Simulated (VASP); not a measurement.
## Rh: single point with PBEsol

Crystal: Rh.

```
Rh
1.0
     2.69001    0.00000    0.00000
    -1.34501    2.32962    0.00000
     0.00000    0.00000    4.29563
Rh
2
Cartesian
  1.3450 0.7765 3.2217
  0.0000 1.5531 1.0739
```

This cell differs from its parent crystal: strain -0.015 along x and y, -0.030 along z.

```
Program             : VASP 6.6.1
Task                : single point
Functional          : PBEsol
Potentials or basis : VASP PAW PBE potentials, release 64 (Rh_pv)
Cutoff              : 520 eV
k mesh              : 21 × 21 × 12
Occupations         : gaussian, width 0.15 eV
Spin                : no spin polarisation
```

```yaml
Pressure: 2.2 GPa
Band_gap_on_the_k_mesh: zero (bands 15 and 16 overlap by 2.53 eV)
```

Stress tensor (GPa, compression positive):
```
1.12 0.00 0.00
0.00 1.12 0.00
0.00 0.00 4.42
```

Levels at points of the mesh, in eV from the Fermi level:
| k point | band 12 | band 13 | band 14 | band 15 | band 16 | band 17 | band 18 | band 19 |
| --- | --- | --- | --- | --- | --- | --- | --- | --- |
| (0.00, 0.00, 0.00) | -2.60 | -2.60 | -2.09 | -2.09 | 0.13 | 0.13 | 0.74 | 8.97 |
| (0.00, 0.00, 0.50) | -3.31 | -3.31 | -3.31 | -0.46 | -0.46 | -0.46 | -0.46 | 14.93 |

Wall time 78 s on 1 thread of Intel(R) Xeon(R) Platinum 8488C (Sapphire Rapids) (shared host), peak memory 0.26 GiB.

Caveat: the cell differs from its parent crystal (strain -0.015 along x and y, -0.030 along z); the PAW data sets were made with another functional, which shifts forces and pressure a little.
